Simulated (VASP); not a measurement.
# Al2Cu (P4/mmm) in VASP: notebook

Al2Cu is run at these levels: LDA; tasks: single point.

Program: VASP 6.6.1. These are calculated values, not measurements. Logs are shortened: lines on timing, memory, paths and dates and some standing lists are left out, and cuts for length are marked.

## Step 1: The cell of the first run

The structure is tetragonal, space group P4/mmm (No. 123). The conventional cell has a = 4.078 Å, b = 4.078 Å, c = 2.872 Å, α = 90.00°, β = 90.00°, γ = 90.00°. Within 3.3 Å of Cu (site symmetry 4/mmm) lie 8 Al at 2.49 Å and 2 Cu at 2.87 Å. Within 3.3 Å of Al (site symmetry mmm) lie 4 Cu at 2.49 Å and 6 Al at 2.87 to 2.88 Å.

## Step 2: Single point, LDA (volume scaled by 0.98)

INCAR reads:

```
PREC = Accurate
ENCUT = 520
EDIFF = 1E-6
ISMEAR = -1
SIGMA = 0.05
LREAL = F
LASPH = T
NELM = 80
ALGO = Fast
ISIF = 2
LWAVE = F
LCHARG = T
LELF = T
LVHAR = T
NBANDS = 16
```

KPOINTS reads:

```
Automatic mesh
0
Gamma
  7 7 9
```

POSCAR reads:

```
Al2Cu
1.0
    4.0776296128      0.0000000000      0.0000000000
    0.0000000000      4.0776296128      0.0000000000
    0.0000000000      0.0000000000      2.8719076301
Cu Al
1 2
Direct
    0.0000000000      0.0000000000      0.0000000000
    0.0000000000      0.5000000000      0.5000000000
    0.5000000000      0.0000000000      0.5000000000
```

Potentials or basis: VASP PAW LDA potentials, release 64 (Cu, Al).

Command:

```sh
$ cat potpaw_LDA.64/Cu/POTCAR potpaw_LDA.64/Al/POTCAR > POTCAR
$ mpirun -np 1 vasp_std > vasp.out
```

OUTCAR:

```text
PREC = Accurate
   ENCUT = 520
   EDIFF = 1E-6
   ISMEAR = -1
   LREAL = F
   LASPH = T
   NELM = 80
   ISIF = 2

 ion  position               nearest neighbor table
   1  0.000  0.000  0.000-   2 2.49   3 2.49   2 2.49   3 2.49   2 2.49   2 2.49   3 2.49   3 2.49

   2  0.000  0.500  0.500-   1 2.49   1 2.49   1 2.49   1 2.49   3 2.88   3 2.88   3 2.88   3 2.88

   3  0.500  0.000  0.500-   1 2.49   1 2.49   1 2.49   1 2.49   2 2.88   2 2.88   2 2.88   2 2.88

  LATTYP: Found a simple tetragonal cell.
 ALAT       =     4.0776296128
 C/A-ratio  =     0.7043081159

  Lattice vectors:

 A1 = (   4.0776296128,   0.0000000000,   0.0000000000)
 A2 = (   0.0000000000,   4.0776296128,   0.0000000000)
 A3 = (   0.0000000000,   0.0000000000,   2.8719076301)

Analysis of symmetry for initial positions (statically):
=====================================================================
 Subroutine PRICEL returns:
 Original cell was already a primitive cell.

 Routine SETGRP: Setting up the symmetry group for a
 simple tetragonal supercell.

 Subroutine GETGRP returns: Found 16 space group operations
 (whereof 16 operations were pure point group operations)
 out of a pool of 16 trial point group operations.

The static configuration has the point symmetry D_4h.

Analysis of symmetry for dynamics (positions and initial velocities):
=====================================================================
 Subroutine PRICEL returns:
 Original cell was already a primitive cell.

 Routine SETGRP: Setting up the symmetry group for a
 simple tetragonal supercell.

 Subroutine GETGRP returns: Found 16 space group operations
 (whereof 16 operations were pure point group operations)
 out of a pool of 16 trial point group operations.

The dynamic configuration has the point symmetry D_4h.

 Subroutine INISYM returns: Found 16 space group operations
 (whereof 16 operations are pure point group operations),
 and found     1 'primitive' translations

----------------------------------------------------------------------------------------

                                     Primitive cell

  volume of cell :      47.7514

  direct lattice vectors                    reciprocal lattice vectors
     4.077629613  0.000000000  0.000000000     0.245240518  0.000000000  0.000000000
     0.000000000  4.077629613  0.000000000     0.000000000  0.245240518  0.000000000
     0.000000000  0.000000000  2.871907630     0.000000000  0.000000000  0.348200614

  length of vectors
     4.077629613  4.077629613  2.871907630     0.245240518  0.245240518  0.348200614

  position of ions in fractional coordinates (direct lattice)
     0.000000000  0.000000000  0.000000000
     0.000000000  0.500000000  0.500000000
     0.500000000  0.000000000  0.500000000

  ion indices of the primitive-cell ions
   primitive index   ion index
                 1           1
                 2           2
                 3           3

----------------------------------------------------------------------------------------

 KPOINTS: Automatic mesh

Automatic generation of k-mesh.
 Grid dimensions read from file:
 generate k-points for:    7    7    9

 Generating k-lattice:

  Cartesian coordinates                     Fractional coordinates (reciprocal lattice)
     0.035034360  0.000000000  0.000000000     0.142857143  0.000000000  0.000000000
     0.000000000  0.035034360  0.000000000     0.000000000  0.142857143  0.000000000
     0.000000000  0.000000000  0.038688957     0.000000000  0.000000000  0.111111111

  Length of vectors
     0.035034360  0.035034360  0.038688957

  Shift w.r.t. Gamma in fractional coordinates (k-lattice)
     0.000000000  0.000000000  0.000000000

 Subroutine IBZKPT returns following result:
 ===========================================

 Found     50 irreducible k-points:

 Following reciprocal coordinates:
            Coordinates               Weight
  0.000000  0.000000  0.000000      1.000000
  0.142857  0.000000  0.000000      4.000000
  0.285714  0.000000  0.000000      4.000000
  0.428571  0.000000  0.000000      4.000000
  0.142857  0.142857  0.000000      4.000000
  0.285714  0.142857  0.000000      8.000000
[... 16 lines left out ...]
  0.285714  0.000000  0.222222      8.000000
  0.428571  0.000000  0.222222      8.000000
 [... further k-points ...]
   k-points           NKPTS =     50   k-points in BZ     NKDIM =     50   number of bands    NBANDS=     16
   number of dos      NEDOS =    301   number of ions     NIONS =      3
   total plane-waves  NPLWV =  21600
   dimension x,y,z NGX =    30 NGY =   30 NGZ =   24
   dimension x,y,z NGXF=    60 NGYF=   60 NGZF=   48
   ions per type =               1   2
   NGX,Y,Z   is equivalent  to a cutoff of  12.23, 12.23, 13.89 a.u.
   NGXF,Y,Z  is equivalent  to a cutoff of  24.46, 24.46, 27.79 a.u.
 SYSTEM =  unknown system
   PREC   = accura    normal or accurate (medium, high low for compatibility)
   ISTART =      0    job   : 0-new  1-cont  2-samecut
   ICHARG =      2    charge: 1-file 2-atom 10-const
   ISPIN  =      1    spin polarized calculation?
   LNONCOLLINEAR =      F non collinear calculations
   LSORBIT =      F    spin-orbit coupling
   LASPH  =      T    aspherical Exc in radial PAW
   ENCUT  =  520.0 eV  38.22 Ry    6.18 a.u.   7.58  7.58  5.34*2*pi/ulx,y,z
   NELM   =     80;   NELMIN=  2; NELMDL= -5     # of ELM steps
   EDIFF  = 0.1E-05   stopping-criterion for ELM
   LREAL  =      F    real-space projection
   EDIFFG = 0.1E-04   stopping-criterion for IOM
   NSW    =      0    number of steps for IOM
   IBRION =     -1    ionic relax: 0-MD 1-quasi-New 2-CG
   NFREE  =      0    steps in history (QN), initial steepest desc. (CG)
   ISIF   =      2    stress and relaxation
   ISYM   =      2    0-nonsym 1-usesym 2-fastsym
   POTIM  = 0.5000    time-step for ionic-motion
   TEBEG  =    0.0;   TEEND  =   0.0 temperature during run
   PSTRESS=    0.0 pullay stress
   NELECT =      17.0000    total number of electrons
   NUPDOWN=      -1.0000    fix difference up-down
   EMIN   =  10.00;   EMAX   =-10.00  energy-range for DOS
   EFERMI =   0.00;   METHOD = LEGACY
   ISMEAR =    -1;   SIGMA  =   0.05  broadening in eV -4-tet -1-fermi 0-gaus
   EFERMI_NEDOS =   21; number of points for ismear=-14 and -15
   IALGO  =     68    algorithm
   IMIX   =      4    mixing-type and parameters
     AMIX     =   0.40;   BMIX     =  1.00
     AMIX_MAG =   1.60;   BMIX_MAG =  1.00
  volume/ion in A,a.u.               =      15.92       107.41
  Fermi-wavevector in a.u.,A,eV,Ry     =   1.160279  2.192610 18.316810  1.346248
  Thomas-Fermi vector in A             =   2.296863
   LORBIT       =      0    0 simple, 1 ext, 2 COOP (PROOUT), +10 PAW based schemes
   GGA     = CA    functional components
   LHFCALC =     F    Hartree Fock is set to
   AEXX    =    0.0000 exact exchange contribution
   IVDW    =     0    specifies the selected vdW correction
   LEPSILON=     F    determine dielectric tensor
   LRPA    =     F    only Hartree local field effects (RPA)
 non-spin polarized calculation
 RMM-DIIS sequential band-by-band and
  energy-cutoff  :      520.00
  volume of cell :       47.75
 maximum number of plane-waves:      1302
   NGX = 15   NGY = 15   NGZ = 11

 number of electron      16.9999978 magnetization

 Free energy of the ion-electron system (eV)
  ---------------------------------------------------
  ext. energy  EPLUGINS =         0.00000000
  ---------------------------------------------------
  free energy    TOTEN  =       -13.20839378 eV

  energy without entropy =      -13.19638391  energy(sigma->0) =      -13.20238885

 E-fermi :   7.1651     XC(G=0): -10.6684

 val. band max:        7.1386840731   @ k =   0.1429   0.1429   0.4444
 cond. band min:       7.1934254426   @ k =   0.2857   0.2857   0.2222
 fundamental gap:      0.0547413695
 Fermi energy:         7.1651297968

 k-point     1 :       0.0000    0.0000    0.0000
  band No.  band energies     occupation
      1      -3.4880      2.00000
      2       1.6084      2.00000
      3       2.1135      2.00000
      4       2.7834      2.00000
      5       2.9651      2.00000
      6       2.9651      2.00000
[... 8 lines left out ...]
     15      14.3631      0.00000
     16      19.5605      0.00000

 k-point     2 :       0.1429    0.0000    0.0000
  band No.  band energies     occupation
      1      -3.3149      2.00000
      2       1.5002      2.00000
      3       2.0772      2.00000
      4       2.7354      2.00000
      5       2.9590      2.00000
      6       2.9661      2.00000
[... 8 lines left out ...]
     15      16.2703      0.00000
     16      18.9551      0.00000

 k-point     3 :       0.2857    0.0000    0.0000
  band No.  band energies     occupation
      1      -2.8135      2.00000
      2       0.7972      2.00000
      3       2.0330      2.00000
      4       2.6438      2.00000
      5       2.9047      2.00000
      6       2.9453      2.00000
[... 8 lines left out ...]
     15      17.7087      0.00000
     16      18.9487      0.00000

 k-point     4 :       0.4286    0.0000    0.0000
  band No.  band energies     occupation
      1      -2.1115      2.00000
      2      -0.2950      2.00000
      3       2.0442      2.00000
      4       2.5819      2.00000
      5       2.7203      2.00000
      6       2.9344      2.00000
[... 8 lines left out ...]
     15      16.6342      0.00000
     16      18.5706      0.00000
[... 324 lines left out ...]
 k-point    22 :       0.1429    0.0000    0.2222
  band No.  band energies     occupation
      1      -2.4190      2.00000
      2       1.7766      2.00000
      3       2.3370      2.00000
      4       2.4369      2.00000
      5       2.4617      2.00000
      6       2.8294      2.00000
[... 8 lines left out ...]
     15      16.0290      0.00000
     16      16.7543      0.00000

 k-point    23 :       0.2857    0.0000    0.2222
  band No.  band energies     occupation
      1      -1.9248      2.00000
      2       1.2554      2.00000
      3       2.2929      2.00000
      4       2.4640      2.00000
      5       2.5626      2.00000
      6       2.7648      2.00000
[... 8 lines left out ...]
     15      16.5679      0.00000
     16      17.4353      0.00000

 k-point    24 :       0.4286    0.0000    0.2222
  band No.  band energies     occupation
      1      -1.2189      2.00000
      2       0.3350      2.00000
      3       2.2959      2.00000
      4       2.4915      2.00000
      5       2.7100      2.00000
      6       2.7284      2.00000
[... 8 lines left out ...]
     15      17.2321      0.00000
     16      18.0514      0.00000

 [... further k-points ...]
[... 5 lines left out ...]
  --------------------------------------------------------------------------------------
  -------------------------------------------------------------------------------------
  Total       -0.8404466     -0.8404466     -1.2164561      0.0000000     -0.0000000      0.0000000
  in kB      -28.1990624    -28.1990624    -40.8151139      0.0000000     -0.0000000      0.0000000
  external PRESSURE =     -32.4044129 kB  Pullay stress =       0.0000000 kB

 VOLUME and BASIS-vectors are now :
 -----------------------------------------------------------------------------
  energy-cutoff  :      520.00
  volume of cell :       47.75
      direct lattice vectors                 reciprocal lattice vectors
     4.077629613  0.000000000  0.000000000     0.245240518  0.000000000  0.000000000
     0.000000000  4.077629613  0.000000000     0.000000000  0.245240518  0.000000000
     0.000000000  0.000000000  2.871907630     0.000000000  0.000000000  0.348200614

 POSITION                                       TOTAL-FORCE (eV/Angst)
 -----------------------------------------------------------------------------------
      0.00000      0.00000      0.00000         0.000000      0.000000      0.000000
      0.00000      2.03881      1.43595         0.000000      0.000000      0.000000
      2.03881      0.00000      1.43595         0.000000      0.000000      0.000000
 -----------------------------------------------------------------------------------
    total drift:                                0.000000      0.000000      0.000000

  FREE ENERGIE OF THE ION-ELECTRON SYSTEM (eV)
  ---------------------------------------------------
  free  energy   TOTEN  =       -13.2083937829 eV

  energy  without entropy=      -13.1963839089  energy(sigma->0) =      -13.20238885
```

It took 30 s on 1 thread of Intel Xeon 6975P-C (Granite Rapids), shared host; peak memory 0.16 GiB.

Results:

* Free energy: -13.2084 eV
* Pressure: -3.2 GPa

Stress tensor (GPa, compression positive):
```
-2.82  0.00  0.00
 0.00 -2.82  0.00
 0.00  0.00 -4.08
```

Caveat: the cell differs from its parent crystal (volume scaled by 0.98).

## Step 3: Single point, LDA

This run uses another cell than the first one, of 16.24 Å³/atom, 1.020 times its volume.

INCAR reads:

```
SYSTEM = Al2Cu
  ALGO = Normal
  EDIFF = 1E-6
  ENCUT = 520
  GGA = CA
  ISIF = 2
  ISMEAR = -1
  LASPH = .True.
  LCHARG = .False.
  LREAL = .False.
  LWAVE = .False.
  NBANDS = 16
  NELM = 100
  PREC = Accurate
  SIGMA = 0.05
```

KPOINTS reads:

```
k-points
0
Gamma
  7 7 9
  0 0 0
```

POSCAR reads:

```
Al2Cu
1.0
    4.1051820000      0.0000000000      0.0000000000
    0.0000000000      4.1051820000      0.0000000000
    0.0000000000      0.0000000000      2.8913130000
Cu Al
1 2
Direct
    0.0000000000      0.0000000000      0.0000000000
    0.0000000000      0.5000000000      0.5000000000
    0.5000000000      0.0000000000      0.5000000000
```

Potentials or basis: VASP PAW LDA potentials, release 64 (Cu, Al).

Command:

```sh
$ cat potpaw_LDA.64/Cu/POTCAR potpaw_LDA.64/Al/POTCAR > POTCAR
$ mpirun -np 1 vasp_std > vasp.out
```

OUTCAR:

```text
SYSTEM = Al2Cu
   EDIFF = 1E-6
   ENCUT = 520
   GGA = CA
   ISIF = 2
   ISMEAR = -1
   LASPH = .True.
   LREAL = .False.
   NELM = 100
   PREC = Accurate

 ion  position               nearest neighbor table
   1  0.000  0.000  0.000-   2 2.51   3 2.51   2 2.51   3 2.51   2 2.51   2 2.51   3 2.51   3 2.51

   2  0.000  0.500  0.500-   1 2.51   1 2.51   1 2.51   1 2.51   3 2.90   3 2.90   3 2.90   3 2.90

   3  0.500  0.000  0.500-   1 2.51   1 2.51   1 2.51   1 2.51   2 2.90   2 2.90   2 2.90   2 2.90

  LATTYP: Found a simple tetragonal cell.
 ALAT       =     4.1051820000
[... 644 lines left out ...]
     15      16.9151      0.00000
     16      17.6696      0.00000

 [... further k-points ...]
[... 5 lines left out ...]
  --------------------------------------------------------------------------------------
  -------------------------------------------------------------------------------------
  Total       -1.3451203     -1.3451203     -1.7347823      0.0000000      0.0000000      0.0000000
  in kB      -44.2294718    -44.2294718    -57.0421159      0.0000000      0.0000000      0.0000000
  external PRESSURE =     -48.5003532 kB  Pullay stress =       0.0000000 kB

 VOLUME and BASIS-vectors are now :
 -----------------------------------------------------------------------------
  energy-cutoff  :      520.00
  volume of cell :       48.73
      direct lattice vectors                 reciprocal lattice vectors
     4.105182000  0.000000000  0.000000000     0.243594559  0.000000000  0.000000000
     0.000000000  4.105182000  0.000000000     0.000000000  0.243594559  0.000000000
     0.000000000  0.000000000  2.891313000     0.000000000  0.000000000  0.345863627

 POSITION                                       TOTAL-FORCE (eV/Angst)
 -----------------------------------------------------------------------------------
      0.00000      0.00000      0.00000         0.000000      0.000000      0.000000
      0.00000      2.05259      1.44566         0.000000      0.000000      0.000000
      2.05259      0.00000      1.44566         0.000000      0.000000      0.000000
 -----------------------------------------------------------------------------------
    total drift:                                0.000000     -0.000000      0.000000

  FREE ENERGIE OF THE ION-ELECTRON SYSTEM (eV)
  ---------------------------------------------------
  free  energy   TOTEN  =       -13.1845257167 eV

  energy  without entropy=      -13.1722725847  energy(sigma->0) =      -13.17839915
```

stdout:

```text
POSCAR found type information on POSCAR CuAl
 POSCAR found :  2 types and       3 ions
 scaLAPACK will be used
 LDA part: xc-table for (Slater(with rela. corr.)+CA(PZ))
 , standard interpolation
 POSCAR, INCAR and KPOINTS ok, starting setup
 FFT: planning ... GRIDC
 FFT: planning ... GRID_SOFT
 FFT: planning ... GRID
 WAVECAR not read
 entering main loop
```

Wall time 25 s (1 thread of Intel Xeon 6975P-C (Granite Rapids), shared host); peak memory 0.16 GiB.

What came out:

- Free energy: -13.1845 eV
- Pressure: -4.9 GPa

## Step 4: Single point, LDA (volume scaled by 1.02)

INCAR reads:

```
SYSTEM = Al2Cu
PREC     = Accurate       ! precision mode
ENCUT    = 520            ! plane-wave cutoff, eV
EDIFF    = 1E-6           ! SCF threshold, eV
ISMEAR   = -1             ! smearing method
SIGMA    = 0.05           ! smearing width, eV
LREAL    = .False.        ! projectors in reciprocal space
LASPH    = .True.         ! aspherical terms in the spheres
NELM     = 80             ! most SCF steps
ALGO     = Normal         ! electronic algorithm
ISIF     = 2              ! what is computed and relaxed
LWAVE    = .False.        ! write WAVECAR
LCHARG   = .True.         ! write CHGCAR
LELF     = .True.         ! ELF
LVHAR    = .True.       
NBANDS   = 16             ! bands
```

KPOINTS reads:

```
regular mesh
0
Gamma
  7 7 9
  0 0 0
```

POSCAR reads:

```
Al2Cu
1.0
    4.1323694281      0.0000000000      0.0000000000
    0.0000000000      4.1323694281      0.0000000000
    0.0000000000      0.0000000000      2.9104613262
Cu Al
1 2
Direct
    0.0000000000      0.0000000000      0.0000000000
    0.0000000000      0.5000000000      0.5000000000
    0.5000000000      0.0000000000      0.5000000000
```

Command:

```sh
$ cat potpaw_LDA.64/Cu/POTCAR potpaw_LDA.64/Al/POTCAR > POTCAR
$ mpirun -np 1 vasp_std > vasp.out
```

Wall time 24 s (1 thread of Intel Xeon 6975P-C (Granite Rapids), shared host); peak memory 0.16 GiB.

The run converged. Its results:

```
Free energy : -13.1509 eV
Pressure    : -6.3 GPa
```

Stress tensor (GPa, compression positive):
```
-5.92  0.00  0.00
 0.00 -5.92  0.00
 0.00  0.00 -7.16
```

Levels at points of the mesh, in eV from the Fermi level:
```csv
k point,band 5,band 6,band 7,band 8,band 9,band 10,band 11,band 12
"(0.00, 0.00, 0.00)",-4.04,-4.04,-2.30,-2.30,-0.22,0.91,5.79,6.01
```

Caveat: the cell differs from its parent crystal (volume scaled by 1.02).

[end of part 1 of 2]
